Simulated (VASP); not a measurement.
A run of VASP 6.6.1 is set up as follows.

The input INCAR:

```
SYSTEM = CdS
PREC = Accurate
ENCUT = 630
EDIFF = 1E-6
ISMEAR = -1
SIGMA = 0.05
LREAL = .FALSE.
LASPH = .TRUE.
NELM = 120
ALGO = Normal
ISIF = 2
LWAVE = .FALSE.
LCHARG = .FALSE.
GGA = RE
IVDW = 12
NBANDS = 20
GGA_COMPAT = .FALSE.
```

KPOINTS

```
regular mesh
0
G
  8 8 8
  0 0 0
```

File POSCAR:

```
CdS
1.0
    0.0000000000      2.9548794012      2.9548794012
    2.9548794012      0.0000000000      2.9548794012
    2.9548794012      2.9548794012      0.0000000000
Cd S
1 1
Direct
    0.0000000000      0.0000000000      0.0000000000
    0.7500000000      0.7500000000      0.7500000000
```

Potentials or basis: VASP PAW PBE potentials, release 64 (Cd_sv_GW, S).

Command:

```sh
$ cat potpaw_PBE.64/Cd_sv_GW/POTCAR potpaw_PBE.64/S/POTCAR > POTCAR
$ mpirun -np 1 vasp_std > vasp.out
```

Q: Estimate the pressure.

A: -2.2 GPa.

Q: Predict the band gap on the k mesh.

A: 1.20 eV.

Q: Estimate the dispersion energy per atom.

A: -0.565 eV.

Caveat: the PAW data sets were made with another functional, which shifts forces and pressure a little.
